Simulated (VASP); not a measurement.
The system is Ga3B2As.

```
Ga B As
1.0
     3.10000    0.00000    0.00000
    -1.55000    2.68468    0.00000
     0.00000    0.00000   10.90000
Ga B As
3 2 1
Cartesian
  0.0000 1.7898 6.1040
  0.0000 0.0000 1.7985
  0.0000 0.0000 9.0470
  0.0000 1.7898 0.0000
  1.5500 0.8949 0.0000
  0.0000 1.7898 3.7060
```

* Program: VASP 6.6.1
* Task: relaxation of cell and atoms
* Functional: PBE
* Potentials or basis: VASP PAW PBE potentials, release 64 (Ga_d, B, As)
* Cutoff: 600 eV
* k mesh: 6 × 6 × 2
* Occupations: gaussian, width 0.2 eV
* Spin: no spin polarisation

At the start: pressure 2.0 GPa; volume 15.12 Å³/atom.

Task: How do energy, volume and symmetry change on relaxing?

Result: Over 26 steps the energy falls by 93.8 meV/atom and the volume is 14.78 Å³/atom (-2.3 %); space group P3m1 (No. 156, to 0.1 Å) before and after.

The path:
| step | energy change (eV) | largest force (eV/Å) | pressure (GPa) | volume (Å³) |
| --- | --- | --- | --- | --- |
| 1 | 0.0000 | 1.4679 | 2.00 | 90.72 |
| 2 | -0.2880 | 1.0421 | -0.41 | 93.15 |
| 3 | -0.3679 | 0.4774 | -2.76 | 97.01 |
| 4 | -0.3943 | 0.7102 | -2.23 | 95.76 |
| 5 | -0.4379 | 0.2350 | 0.10 | 92.77 |
| 6 | -0.4383 | 0.2512 | -0.15 | 93.01 |
| 7 | -0.4579 | 0.1852 | -0.03 | 92.41 |
| 8 | -0.4610 | 0.1592 | 0.07 | 92.02 |
| 9 | -0.4668 | 0.1745 | -0.06 | 91.99 |
| 10 | -0.4811 | 0.2225 | -0.46 | 91.89 |
| 11 | -0.4977 | 0.3125 | -1.16 | 91.69 |
| 12 | -0.4884 | 0.4328 | -1.99 | 91.27 |
| 13 | -0.5002 | 0.3581 | -1.51 | 91.54 |
| 14 | -0.5030 | 0.3597 | -1.41 | 91.37 |
| 15 | -0.5106 | 0.3626 | -1.12 | 90.84 |
| 16 | -0.5214 | 0.3576 | -0.55 | 89.80 |
| 17 | -0.5197 | 0.3003 | 0.92 | 87.73 |
| 18 | -0.5249 | 0.3410 | 0.08 | 88.91 |
| 19 | -0.5291 | 0.3284 | 0.04 | 88.88 |
| 20 | -0.5400 | 0.2825 | -0.04 | 88.82 |
| 21 | -0.5531 | 0.1619 | -0.14 | 88.69 |
| 22 | -0.5371 | 0.3610 | 0.09 | 88.41 |
| 23 | -0.5546 | 0.1808 | -0.12 | 88.63 |
| 24 | -0.5579 | 0.1465 | 0.15 | 88.46 |
| 25 | -0.5602 | 0.0954 | 0.56 | 88.22 |
| 26 | -0.5627 | 0.0749 | 0.17 | 88.67 |

Final structure:
```cif
data_structure
_symmetry_space_group_name_H-M 'P 1'
_symmetry_Int_Tables_number 1
_cell_length_a 3.0379
_cell_length_b 3.0379
_cell_length_c 11.0942
_cell_angle_alpha 90.000
_cell_angle_beta 90.000
_cell_angle_gamma 120.000
_cell_volume 88.67
loop_
_atom_site_label
_atom_site_type_symbol
_atom_site_fract_x
_atom_site_fract_y
_atom_site_fract_z
_atom_site_occupancy
Ga1 Ga 0.33333 0.66667 0.60685 1
Ga2 Ga 0.00000 0.00000 0.14834 1
Ga3 Ga 0.00000 0.00000 0.81827 1
B1 B 0.33333 0.66667 0.98160 1
B2 B 0.66667 0.33333 0.98647 1
As1 As 0.33333 0.66667 0.35346 1
```

Caveat: the k points lie up to 0.40 Å⁻¹ apart in the final cell, too coarse for converged energies and pressures of a metal; the relaxation stopped at a loose force limit of 0.08 eV/Å, so its end isn't a converged minimum.
